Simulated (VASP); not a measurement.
A run of VASP 6.6.1:

POSCAR

```
Ti11BiO24
1.0
    9.1828280000      0.0000000000      0.0000000000
    0.0000000000      9.1828280000      0.0000000000
    0.0000000000      0.0000000000      8.8166120000
Ti Bi O
22 2 48
Direct
    0.0012870000      0.0003540000      0.9991930000
    0.0005230000      0.0011130000      0.3339800000
    0.9993610000      0.9997810000      0.6688040000
    0.0011970000      0.5008140000      0.9910160000
    0.9990600000      0.4993540000      0.6759750000
    0.5008190000      0.0007530000      0.9983580000
    0.4996520000      0.9997900000      0.3328330000
    0.5001090000      0.9996850000      0.6675270000
    0.5003760000      0.5000970000      0.9933960000
    0.5006080000      0.5009620000      0.6736860000
    0.2492120000      0.2411170000      0.1636100000
    0.2483980000      0.2401300000      0.5021920000
    0.2568950000      0.2488060000      0.8323020000
    0.2540250000      0.7584450000      0.1610040000
    0.2523290000      0.7574810000      0.5064880000
    0.2457070000      0.7485240000      0.8334730000
    0.7478540000      0.2428620000      0.1598890000
    0.7457420000      0.2414210000      0.5048260000
    0.7552420000      0.2520250000      0.8326820000
    0.7528060000      0.7607930000      0.1648770000
    0.7520480000      0.7601820000      0.5024620000
    0.7434760000      0.7512000000      0.8342740000
    0.0001720000      0.5001610000      0.3335610000
    0.5006300000      0.5000210000      0.3336100000
    0.1527010000      0.1485260000      0.9953500000
    0.1479290000      0.1468620000      0.3331510000
    0.1527450000      0.1486770000      0.6717330000
    0.1477530000      0.6565120000      0.9986850000
    0.1650300000      0.6539280000      0.3335670000
    0.1475950000      0.6564910000      0.6682910000
    0.6562300000      0.1442960000      0.9957470000
    0.6485960000      0.1535360000      0.3333460000
    0.6563160000      0.1441200000      0.6712280000
    0.6535750000      0.6558940000      0.0008810000
    0.6724450000      0.6654850000      0.3335680000
    0.6537390000      0.6560040000      0.6665900000
    0.3466720000      0.3445750000      0.0003670000
    0.3270620000      0.3363400000      0.3333960000
    0.3468360000      0.3446750000      0.6661380000
    0.3443000000      0.8561290000      0.9959830000
    0.3518930000      0.8469000000      0.3336960000
    0.3444060000      0.8559900000      0.6711160000
    0.8528820000      0.3438600000      0.9987600000
    0.8348330000      0.3468470000      0.3334730000
    0.8527850000      0.3439400000      0.6683460000
    0.8477610000      0.8519870000      0.9951530000
    0.8537210000      0.8529070000      0.3337000000
    0.8477410000      0.8521490000      0.6718850000
    0.0996910000      0.3953440000      0.1530860000
    0.0994100000      0.3949070000      0.5138840000
    0.1014220000      0.4049700000      0.8334630000
    0.0977970000      0.9025290000      0.1660450000
    0.0979350000      0.9029270000      0.5012630000
    0.0962890000      0.9018210000      0.8335140000
    0.6049380000      0.3900520000      0.1356840000
    0.6058240000      0.3906060000      0.5317280000
    0.6019180000      0.4002200000      0.8336090000
    0.5978960000      0.9040870000      0.1669230000
    0.5977510000      0.9040540000      0.5001920000
    0.5933260000      0.8993480000      0.8335850000
    0.4030770000      0.0967430000      0.1669060000
    0.4028860000      0.0966980000      0.5000610000
    0.4071100000      0.1010530000      0.8334450000
    0.3947340000      0.6093970000      0.1361790000
    0.3954070000      0.6100480000      0.5309550000
    0.3984410000      0.6001930000      0.8335990000
    0.9026730000      0.0975710000      0.1662390000
    0.9027890000      0.0980360000      0.5009870000
    0.9044380000      0.0987560000      0.8337020000
    0.9006120000      0.6052130000      0.1531720000
    0.9003180000      0.6049700000      0.5140640000
    0.8989780000      0.5955460000      0.8336760000
```

File INCAR.step1:

```
SYSTEM = Ti11BiO24
PREC     = Accurate       ! precision mode
ENCUT    = 580            ! plane-wave cutoff, eV
ISMEAR   = -1             ! smearing method
SIGMA    = 0.05           ! smearing width, eV
LREAL    = Auto         
LASPH    = .TRUE.         ! aspherical terms in the spheres
NELM     = 120            ! most SCF steps
NBANDS   = 333            ! bands
ISYM     = -1           
GGA      = PE             ! functional
ALGO     = Normal         ! electronic algorithm
EDIFF    = 1E-5           ! SCF threshold, eV
LWAVE    = .TRUE.         ! write WAVECAR
LCHARG   = .FALSE.        ! write CHGCAR
GGA_COMPAT= .FALSE.      
KPAR     = 1
```

Contents of INCAR.step2:

```
SYSTEM = Ti11BiO24
PREC     = Accurate       ! precision mode
ENCUT    = 580            ! plane-wave cutoff, eV
EDIFF    = 1E-6           ! SCF threshold, eV
ISMEAR   = -1             ! smearing method
SIGMA    = 0.05           ! smearing width, eV
LREAL    = Auto         
LASPH    = .TRUE.         ! aspherical terms in the spheres
NELM     = 120            ! most SCF steps
ALGO     = Normal         ! electronic algorithm
ISIF     = 2              ! what is computed and relaxed
LWAVE    = .FALSE.        ! write WAVECAR
LCHARG   = .FALSE.        ! write CHGCAR
METAGGA  = R2SCAN         ! meta-GGA
LMIXTAU  = .TRUE.       
NBANDS   = 333            ! bands
ISYM     = -1           
ISTART   = 1            
GGA_COMPAT= .FALSE.      
KPAR     = 1
```

File KPOINTS:

```
explicit points
1
Reciprocal
  0.25000000   0.25000000   0.25000000 1
```

Potentials or basis: VASP PAW PBE potentials, release 64 (Ti_sv, Bi_d, O).

Launch:

```sh
$ cat potpaw_PBE.64/Ti_sv/POTCAR potpaw_PBE.64/Bi_d/POTCAR potpaw_PBE.64/O/POTCAR > POTCAR
$ cp INCAR.step1 INCAR
$ mpirun -np 4 vasp_std > vasp.out
$ cp INCAR.step2 INCAR
$ mpirun -np 4 vasp_std > vasp.out
```

Hardware: 4 MPI ranks on Intel(R) Xeon(R) Platinum 8259CL CPU @ 2.50GHz (Skylake/Cascade Lake), with other jobs on the host.

How long does it take, and how much memory?

Run time: 13 min on 4 MPI ranks on Intel(R) Xeon(R) Platinum 8259CL CPU @ 2.50GHz (Skylake/Cascade Lake), with other jobs on the host, peak memory 0.41 GiB a rank. Counts: k points 1.
